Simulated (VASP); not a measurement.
Here is a VASP 6.6.1 calculation.

File INCAR:

```
SYSTEM = MgS
PREC     = Accurate       ! precision mode
ENCUT    = 520            ! plane-wave cutoff, eV
EDIFF    = 1E-6           ! SCF threshold, eV
ISMEAR   = 0              ! smearing method
SIGMA    = 0.02           ! smearing width, eV
LREAL    = .FALSE.        ! projectors in reciprocal space
LASPH    = .TRUE.         ! aspherical terms in the spheres
NELM     = 60             ! most SCF steps
ALGO     = Normal         ! electronic algorithm
ISIF     = 2              ! what is computed and relaxed
LWAVE    = .FALSE.        ! write WAVECAR
LCHARG   = .FALSE.        ! write CHGCAR
GGA      = PS             ! functional
NBANDS   = 16             ! bands
```

Contents of KPOINTS:

```
Automatic mesh
0
G
  6 6 6
  0 0 0
```

The input POSCAR:

```
MgS
1.0
    2.4873346638      2.4873346638      0.0000000000
   -2.6183520275      2.6183520275      0.0000000000
    0.0000000000      0.0000000000      5.2194729106
Mg S
2 2
Direct
    0.0000000000      0.0000000000      0.0000000000
    0.5000000000      0.5000000000      0.5000000000
    0.5000000000      0.5000000000      0.0000000000
    0.0000000000      0.0000000000      0.5000000000
```

Potentials or basis: VASP PAW PBE potentials, release 64 (Mg, S).

Command:

```console
$ cat potpaw_PBE.64/Mg/POTCAR potpaw_PBE.64/S/POTCAR > POTCAR
$ mpirun -np 1 vasp_std > vasp.out
```

Q: What does it give for the band gap on the k mesh?

A: 2.51 eV.

Q: What does it give for the pressure?

A: 1.8 GPa.

Stress tensor (GPa, compression positive):
```
 2.79  2.99  0.00
 2.99  2.79  0.00
 0.00  0.00 -0.19
```

Caveat: the cell differs from its parent crystal (uniaxial strain along a: -4.0 %, then relaxed in part); the PAW data sets were made with another functional, which shifts forces and pressure a little. A k mesh can miss the band edges.
